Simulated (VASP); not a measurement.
Runs of VASP 6.6.1 on Sn. The structure is that of space group I4_1/amd (No. 141), or close to it. The cells are those of the table. 

```csv
cell,gap on the mesh (eV),pressure (GPa)
"a = 4.426 Å, angles 97.5, 97.5, 137.8°, 2 atoms",none,(b)
"a = 4.366 Å, angles 97.5, 97.5, 137.8°, 2 atoms",none,0.3
"a = 4.336 Å, angles 97.5, 97.5, 137.8°, 2 atoms",none,(a)
"a = 4.396 Å, angles 97.5, 97.5, 137.8°, 2 atoms",none,-0.9
"a = 4.455 Å, angles 97.5, 97.5, 137.8°, 2 atoms",none,-2.9
```

Alike in all rows: task single point; level LDA; potentials or basis VASP PAW LDA potentials, release 64 (Sn_d); no spin polarisation; k mesh 10 × 10 × 10; cutoff (eV) 520; smearing fermi-dirac 0.1 eV.

Task: Fill in the values left out.

Result: (a) 1.6; (b) -2.0.

Caveats: spin-orbit coupling is left out, which moves the levels of the heavy elements.

A k mesh can miss the band edges, and the runs leave out spin-orbit coupling on Sn.

A gap of «none» marks levels without a gap at the run's occupations.
